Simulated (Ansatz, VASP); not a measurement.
## Two plane-wave programs on AgRh

The input INCAR:

```
SYSTEM = AgRh
  PREC = Accurate
  ENCUT = 520
  EDIFF = 1E-6
  ISMEAR = -1
  SIGMA = 0.05
  LREAL = .FALSE.
  LASPH = .TRUE.
  NELM = 100
  ALGO = Normal
  ISIF = 2
  LWAVE = .FALSE.
  LCHARG = .FALSE.
  GGA = RE
  NBANDS = 20
```

KPOINTS

```
regular mesh
0
G
  6 6 3
  0 0 0
```

File POSCAR:

```
AgRh
1.0
    2.7775881998      0.0000000000      0.0000000000
   -1.3887940999      2.4054619423      0.0000000000
    0.0000000000      0.0000000000      4.8086020000
Ag Rh
1 1
Direct
    0.0000000000      0.0000000000      0.5000000000
    0.6666666667      0.3333333333      0.0000000000
```

File input.yaml:

```yaml
crystal:
  lattice:
    - [2.7775881998, 0.0, 0.0]
    - [-1.3887940999, 2.4054619423, 0.0]
    - [0.0, 0.0, 4.808602]
  atoms:
    - { symbol: Ag, position: [0.0, 0.0, 0.5] }
    - { symbol: Rh, position: [0.6666666667, 0.3333333333, 0.0] }
hamiltonian:
  xc: revpbe
  pseudopotentials: { kind: paw }
kpoints:
  mp_grid: { grid: [6, 6, 3] }
  band_path:
    path:
      - [[0.0, 0.0, 0.0], [0.5, 0.0, 0.0], [0.3333333333, 0.3333333333, 0.0], [0.0, 0.0, 0.0], [0.0, 0.0, 0.5], [0.5, 0.0, 0.5], [0.3333333333, 0.3333333333, 0.5], [0.0, 0.0, 0.5]]
      - [[0.5, 0.0, 0.5], [0.5, 0.0, 0.0]]
      - [[0.3333333333, 0.3333333333, 0.0], [0.3333333333, 0.3333333333, 0.5]]
    npoints: 14
scf:
  occupations: { method: fermi_dirac, width: 0.05 }
  n_extra_bands: 6
output:
  forces: true
  stress: true
  eigenvalues: true
  fatbands: true
```

Alike in both runs: functional revPBE; k mesh 6 × 6 × 3; occupations fermi-dirac, width 0.05 eV; no spin polarisation.

|  | VASP | Ansatz |
| --- | --- | --- |
| version | VASP 6.6.1 | Ansatz 0.2.0 |
| potentials or method | VASP PAW PBE potentials, release 64 (Ag, Rh_pv) | Ansatz PAW |
| plane-wave cutoff (eV) | 520 | 420 |
| valence electrons in the cell | 26 | 36 |
| task | single point | band structure |

```tsv
	VASP	Ansatz	Ansatz less VASP
gap on the k mesh at the Fermi level (eV)	none	none	-
pressure (GPa)	0.9	1.0	+0.08
traceless stress, the component that is largest in VASP (GPa)	0.17	0.17	+0.002
```

VASP's potentials were made for PBE, not for revPBE. A gap of «none» marks a metal or a gap that the smearing closes. The functional is the same, so the differences come from potentials, cutoffs and numerics. VASP's potentials hold 26 valence electrons a cell and Ansatz's 36, so a difference there can come from the potentials and not from the codes.

The k mesh is coarse, so the values compare programs but aren't converged.
